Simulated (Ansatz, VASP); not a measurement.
**CuO: VASP beside Ansatz**

The input POSCAR:

```
CuO
1.0
    0.1896038200     -2.1722883700     -2.0431441000
   -2.0197235200      0.1062952100     -1.9598354900
    2.3832003700      2.2858393900     -4.3894430400
Cu O
2 2
Direct
    0.4562322400      0.5306856300      0.4854117400
    0.9742842800      0.9858673900      0.0243612000
    0.8016626700      0.7447211200      0.7392802400
    0.2678208100      0.2387258700      0.2509468100
```

Contents of INCAR.step1:

```
ALGO = Normal
EDIFF = 1E-4
ENCUT = 520
GGA = PE
ISMEAR = -1
LASPH = T
LCHARG = F
LREAL = F
LWAVE = T
NBANDS = 25
NELM = 100
PREC = Accurate
SIGMA = 0.05
```

File INCAR.step2:

```
ALGO = Normal
EDIFF = 1E-6
ENCUT = 520
ISIF = 2
ISMEAR = -1
ISTART = 1
LASPH = T
LCHARG = F
LMIXTAU = T
LREAL = F
LWAVE = F
METAGGA = R2SCAN
NBANDS = 25
NELM = 100
PREC = Accurate
SIGMA = 0.05
```

File KPOINTS:

```
k-points
0
Gamma
  10 10 5
```

input.yaml

```yaml
crystal:
  lattice:
    - [0.18960382, -2.17228837, -2.0431441]
    - [-2.01972352, 0.10629521, -1.95983549]
    - [2.38320037, 2.28583939, -4.38944304]
  atoms:
    - { symbol: Cu, position: [0.45623224, 0.53068563, 0.48541174] }
    - { symbol: Cu, position: [0.97428428, 0.98586739, 0.0243612] }
    - { symbol: O, position: [0.80166267, 0.74472112, 0.73928024] }
    - { symbol: O, position: [0.26782081, 0.23872587, 0.25094681] }
hamiltonian:
  xc: r2scan
  pseudopotentials: { kind: paw }
kpoints:
  mp_grid: { grid: [10, 10, 5] }
  band_path:
    path:
      - [[0.0, 0.0, -0.5], [0.0, 0.0, 0.0], [-0.5, 0.0, 0.0]]
      - [[-0.5, 0.0, -0.5], [0.0, 0.0, 0.0], [0.5, 0.5, 0.5]]
      - [[0.5, 0.5, 0.0], [0.0, 0.0, 0.0], [0.0, 0.5, 0.5]]
      - [[0.0, 0.5, 0.0], [0.0, 0.0, 0.0]]
    npoints: 14
scf:
  occupations: { method: fermi_dirac, width: 0.05 }
  n_extra_bands: 10
output:
  forces: true
  stress: true
  eigenvalues: true
  fatbands: true
```

Alike in both runs: functional r2SCAN; k mesh 10 × 10 × 5; occupations fermi-dirac, width 0.05 eV; no spin polarisation.

```csv
,VASP,Ansatz
version,VASP 6.6.1,Ansatz 0.2.0
potentials or method,"VASP PAW PBE potentials, release 64 (Cu, O)",Ansatz PAW
plane-wave cutoff (eV),520,500
valence electrons in the cell,34,50
task,single point,band structure
```

|  | VASP | Ansatz | Ansatz less VASP |
| --- | --- | --- | --- |
| gap on the k mesh at the Fermi level (eV) | none | none | - |
| pressure (GPa) | -10.2 | -10.8 | -0.61 |
| traceless stress, the component that is largest in VASP (GPa) | 9.00 | 9.11 | +0.106 |
| rms of the force components (eV/Å) | 0.718 | 0.703 | -0.0150 |

VASP's potentials were made for PBE, not for r2SCAN. Atom by atom the forces differ by 0.018 eV/Å (rms over components). A gap of «none» marks a metal or a gap that the smearing closes. The functional is the same, so the differences come from potentials, cutoffs and numerics. VASP's potentials hold 34 valence electrons a cell and Ansatz's 50, so a difference there can come from the potentials and not from the codes.
